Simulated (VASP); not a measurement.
Wanted: the native input for a VASP 6.6.1 run.

```yaml
Task: single point
Functional: PBE
Potentials_or_basis: VASP PAW PBE potentials, release 64 (Pd, Sb, Cs_sv, Br)
Cutoff: 520 eV
k_mesh: 3 × 3 × 3
Occupations: tetrahedron
Spin: no spin polarisation
Dipole_correction: no
Further_INCAR_settings: ALGO = Normal; EDIFF = 1e-07; NBANDS = 43
```

The structure of Cs2Sb2PdBr4 lies in POSCAR:

```
Cs2Sb2PdBr4
1.0
   -4.1292150000      4.1292150000      4.4189540000
    4.1292150000     -4.1292150000      4.4189540000
    4.1292150000      4.1292150000     -4.4189540000
Pd Sb Cs Br
1 2 2 4
Direct
    0.0000000000      0.0000000000      0.0000000000
    0.3481500000      0.3481500000      0.0000000000
    0.6518500000      0.6518500000      0.0000000000
    0.7500000000      0.2500000000      0.5000000000
    0.2500000000      0.7500000000      0.5000000000
    0.2035600000      0.2035600000      0.4071200000
    0.2035600000      0.7964400000      0.0000000000
    0.7964400000      0.7964400000      0.5928800000
    0.7964400000      0.2035600000      0.0000000000
```

These files were run (other wordings do the same):

INCAR

```
SYSTEM = Cs2Sb2PdBr4
  PREC = Accurate
  ENCUT = 520
  EDIFF = 1E-7
  ISMEAR = -4
  SIGMA = 0.1
  LREAL = .False.
  LASPH = .True.
  NELM = 60
  ALGO = Normal
  ISIF = 2
  LWAVE = .False.
  LCHARG = .True.
  GGA = PE
  LELF = .True.
  LVHAR = .True.
  NBANDS = 43
```

KPOINTS

```
regular mesh
0
Gamma
  3 3 3
  0 0 0
```

Potentials or basis: VASP PAW PBE potentials, release 64 (Pd, Sb, Cs_sv, Br).

Command:

```console
$ cat potpaw_PBE.64/Pd/POTCAR potpaw_PBE.64/Sb/POTCAR potpaw_PBE.64/Cs_sv/POTCAR potpaw_PBE.64/Br/POTCAR > POTCAR
$ mpirun -np 1 vasp_std > vasp.out
```

It gave:

- Pressure: 4.0 GPa
- Largest force: 1.484 eV/Å
- Band gap on the k mesh: 0.18 eV, indirect (least direct gap 0.28 eV)

Caveat: spin-orbit coupling is left out, which moves the levels of the heavy elements; forces of over 1 eV/Å act on the atoms, so gaps and moduli don't describe the material at rest.

Run time: 70 s on 1 thread of AMD EPYC 9R45 96-Core Processor (Zen 5), with other jobs on the host, peak memory 0.41 GiB.
